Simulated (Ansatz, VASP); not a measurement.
BN: VASP beside Ansatz

```
B N
1.0
     2.46763    0.00000    0.00000
    -1.23382    2.13703    0.00000
     0.00000    0.00000    4.08158
B N
2 2
Direct
  0.33333 0.66667 0.00052
  0.66667 0.33333 0.50052
  0.33333 0.66667 0.37448
  0.66667 0.33333 0.87448
```

Change from the starting cell: hydrostatic strain -3.0%.

Alike in both runs: task single point; functional PBE; k mesh 12 × 12 × 6; occupations fermi-dirac, width 0.02 eV; no spin polarisation.

|  | VASP | Ansatz |
| --- | --- | --- |
| version | VASP 6.6.1 | Ansatz 0.2.0 |
| potentials or method | VASP PAW PBE potentials, release 64 (B, N) | plane waves, PAW |
| plane-wave cutoff (eV) | 520 | 420 |
| valence electrons in the cell | 16 | 16 |

|  | VASP | Ansatz | Ansatz less VASP |
| --- | --- | --- | --- |
| gap on the k mesh at the Fermi level (eV) | 4.98 | 5.00 | +0.020 |
| pressure (GPa) | 47.1 | 46.5 | -0.59 |
| traceless stress, the component that is largest in VASP (GPa) | 0.53 | 0.53 | +0.002 |
| rms of the force components (eV/Å) | 0.005 | 0.005 | -0.0008 |

Atom by atom the forces differ by 0.001 eV/Å (rms over components). Both programs put the cell under a high pressure, so it lies far from rest at this level. The functional is the same, so the differences come from potentials, cutoffs and numerics.
